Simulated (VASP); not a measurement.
A run of VASP 6.6.1:

Contents of INCAR:

```
SYSTEM = TaCo
PREC = Accurate
ENCUT = 520
EDIFF = 1E-6
ISMEAR = 0
SIGMA = 0.05
LREAL = .False.
LASPH = .True.
NELM = 150
ALGO = Normal
ISIF = 2
LWAVE = .False.
LCHARG = .False.
ISPIN = 2
MAGMOM = 0 2.5
LORBIT = 11
LMAXMIX = 4
GGA = PS
NBANDS = 21
```

File KPOINTS:

```
regular mesh
0
Gamma
  11 11 11
  0 0 0
```

Contents of POSCAR:

```
TaCo
1.0
    3.0683990000      0.0000000000      0.0000000000
    0.0000000000      3.0683990000      0.0000000000
    0.0000000000      0.0000000000      3.0683990000
Ta Co
1 1
Direct
    0.0000000000      0.0000000000      0.0000000000
    0.5000000000      0.5000000000      0.5000000000
```

Potentials or basis: VASP PAW PBE potentials, release 64 (Ta_pv, Co).

Run with:

```bash
$ cat potpaw_PBE.64/Ta_pv/POTCAR potpaw_PBE.64/Co/POTCAR > POTCAR
$ mpirun -np 1 vasp_std > vasp.out
```

Hardware: 1 thread of Intel(R) Xeon(R) 6975P-C (Granite Rapids) (shared host).

Problem. How long does it take, and how much memory?

Solution. It took 96 s on 1 thread of Intel(R) Xeon(R) 6975P-C (Granite Rapids), with other jobs on the host, peak memory 0.18 GiB. Counts: scf iterations 73, k points 56.
